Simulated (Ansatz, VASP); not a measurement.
Au: VASP beside Ansatz

Contents of POSCAR:

```
Au
1.0
    4.5761069469      0.0000000000      0.0000000000
   -2.2880534735      3.9630248665      0.0000000000
    0.0000000000      0.0000000000      2.8051535585
Au
3
Direct
    0.0000000000      0.0000000000      0.0000000000
    0.3333333333      0.6666666667      0.5000000000
    0.6666666667      0.3333333333      0.5000000000
```

INCAR.step1

```
PREC     = Accurate       # precision mode
ENCUT    = 600            # plane-wave cutoff, eV
ISMEAR   = -1             # smearing method
SIGMA    = 0.1            # smearing width, eV
LREAL    = F              # projectors in reciprocal space
LASPH    = T              # aspherical terms in the spheres
NELM     = 80             # most SCF steps
GGA      = PE             # functional
ALGO     = Normal         # electronic algorithm
EDIFF    = 1E-4           # SCF threshold, eV
LWAVE    = T              # write WAVECAR
LCHARG   = F              # write CHGCAR
```

File INCAR.step2:

```
PREC     = Accurate       # precision mode
ENCUT    = 600            # plane-wave cutoff, eV
EDIFF    = 1E-6           # SCF threshold, eV
ISMEAR   = -1             # smearing method
SIGMA    = 0.1            # smearing width, eV
LREAL    = F              # projectors in reciprocal space
LASPH    = T              # aspherical terms in the spheres
NELM     = 80             # most SCF steps
ALGO     = Normal         # electronic algorithm
ISIF     = 3              # what is computed and relaxed
LWAVE    = F              # write WAVECAR
LCHARG   = F              # write CHGCAR
METAGGA  = R2SCAN         # meta-GGA
LMIXTAU  = T            
IBRION   = 2              # ionic algorithm
NSW      = 80             # ionic steps
EDIFFG   = -0.01          # ionic threshold
ISTART   = 1
```

The input KPOINTS:

```
regular mesh
0
Gamma
  8 8 11
```

Input for Ansatz:

```yaml
crystal:
  lattice:
    - [4.5761069469, 0.0, 0.0]
    - [-2.2880534735, 3.9630248665, 0.0]
    - [0.0, 0.0, 2.8051535585]
  atoms:
    - { symbol: Au, position: [0.0, 0.0, 0.0] }
    - { symbol: Au, position: [0.3333333333, 0.6666666667, 0.5] }
    - { symbol: Au, position: [0.6666666667, 0.3333333333, 0.5] }
hamiltonian:
  xc: r2scan
  pseudopotentials:
    kind: paw
    azcp:
      Au: "pseudopotentials/Au.paw.azcp"
basis:
  ecutwfc: 500
  fft_grid_basis: typed
kpoints:
  mp_grid: { grid: [8, 8, 11], shift: [0, 0, 0] }
magnetization:
  spin_polarized: false
scf:
  occupations: { method: fermi_dirac, width: 0.1 }
relax:
  max_steps: 60
  f_tol: 0.01
  cell: {}
```

Alike in both runs: task relaxation of cell and atoms; functional r2SCAN; k mesh 8 × 8 × 11; occupations fermi-dirac, width 0.1 eV; no spin polarisation.

|  | VASP | Ansatz |
| --- | --- | --- |
| version | VASP 6.6.1 | Ansatz 0.2.0 |
| potentials or method | VASP PAW PBE potentials, release 64 (Au), cutoff 600 eV | plane waves (500 eV) with PAW, scalar-relativistic |
| valence electrons in the cell | 33 | 57 |

```csv
,VASP,Ansatz,Ansatz less VASP
relaxed volume (Å³/atom),17.95,17.92,-0.033
relaxed cell length with the largest relative difference (Å),4.706,4.703,-0.0029
```

VASP's potentials were made for PBE, not for r2SCAN. VASP's potentials hold 33 valence electrons a cell and Ansatz's 57, so a difference there can come from the potentials and not from the codes.

Neither program's run includes spin-orbit coupling.
